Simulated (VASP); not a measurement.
A run of VASP 6.6.1 is set up as follows.

Contents of INCAR:

```
SYSTEM = Te2Mo
PREC     = Accurate       ! precision mode
ENCUT    = 600            ! plane-wave cutoff, eV
EDIFF    = 1E-6           ! SCF threshold, eV
ISMEAR   = -1             ! smearing method
SIGMA    = 0.03           ! smearing width, eV
LREAL    = .FALSE.        ! projectors in reciprocal space
LASPH    = .TRUE.         ! aspherical terms in the spheres
NELM     = 60             ! most SCF steps
ALGO     = Normal         ! electronic algorithm
ISIF     = 3              ! what is computed and relaxed
LWAVE    = .FALSE.        ! write WAVECAR
LCHARG   = .FALSE.        ! write CHGCAR
GGA      = PS             ! functional
IBRION   = 2              ! ionic algorithm
NSW      = 100            ! ionic steps
EDIFFG   = -0.01          ! ionic threshold
```

KPOINTS

```
regular mesh
0
G
  6 6 2
  0 0 0
```

POSCAR

```
Te2Mo
1.0
    3.9606499400      0.0000000000      0.0000000000
   -1.9803249700      3.4300234635      0.0000000000
    0.0000000000      0.0000000000     13.8001825600
Mo Te
2 4
Direct
    0.3333333333      0.6666666667      0.2500000000
    0.6666666667      0.3333333333      0.7500000000
    0.6666666667      0.3333333333      0.3901101494
    0.6666666667      0.3333333333      0.1098898506
    0.3333333333      0.6666666667      0.8901101494
    0.3333333333      0.6666666667      0.6098898506
```

Potentials or basis: VASP PAW PBE potentials, release 64 (Mo_sv, Te).

The run is started by

```bash
$ cat potpaw_PBE.64/Mo_sv/POTCAR potpaw_PBE.64/Te/POTCAR > POTCAR
$ mpirun -np 1 vasp_std > vasp.out
```

Problem. Predict the space group after relaxing (to 0.1 Å).

Solution. P6_3/mmc (No. 194).

Problem. Predict the relaxed volume.

Solution. 24.64 Å³/atom.

Problem. Estimate the band gap on the k mesh.

Solution. 0.82 eV (least direct gap 1.08 eV).

Step by step:
| step | energy change (eV) | largest force (eV/Å) | pressure (GPa) | volume (Å³) |
| --- | --- | --- | --- | --- |
| 1 | 0.0000 | 2.4320 | -16.27 | 187.48 |
| 2 | 1.1149 | 5.8391 | 49.39 | 113.88 |
| 3 | -3.1498 | 0.1341 | -1.72 | 146.21 |
| 4 | -3.1612 | 0.0164 | -0.63 | 144.80 |
| 5 | -3.1625 | 0.1018 | 0.01 | 144.02 |
| 6 | -3.4111 | 0.0762 | 0.84 | 141.32 |
| 7 | -3.4465 | 0.2594 | 1.63 | 139.17 |
| 8 | -3.4510 | 0.2181 | 1.39 | 139.68 |
| 9 | -3.4670 | 0.4942 | -1.26 | 143.66 |
| 10 | -3.4688 | 0.4281 | -0.66 | 142.70 |
| 11 | -3.4889 | 0.3084 | -0.50 | 143.66 |
| 12 | -3.5133 | 0.0162 | -0.02 | 146.03 |
| 13 | -3.5141 | 0.0480 | 0.10 | 146.56 |
| 14 | -3.5200 | 0.0192 | -0.22 | 147.46 |
| 15 | -3.5212 | 0.0732 | -0.46 | 148.17 |
| 16 | -3.5205 | 0.0604 | 0.56 | 147.45 |
| 17 | -3.5223 | 0.0139 | -0.02 | 147.85 |
| 18 | -3.5223 | 0.0151 | -0.02 | 147.86 |
| 19 | -3.5224 | 0.0012 | 0.01 | 147.84 |

Caveat: the volume moved by over 15 % at a fixed basis, so the end points are rough; the PAW data sets were made with another functional, which shifts forces and pressure a little; spin-orbit coupling is left out, which moves the levels of the heavy elements; this functional lacks dispersion, which binds layers or chains, so the pressure and a relaxed spacing across them are unreliable. A k mesh can miss the band edges.
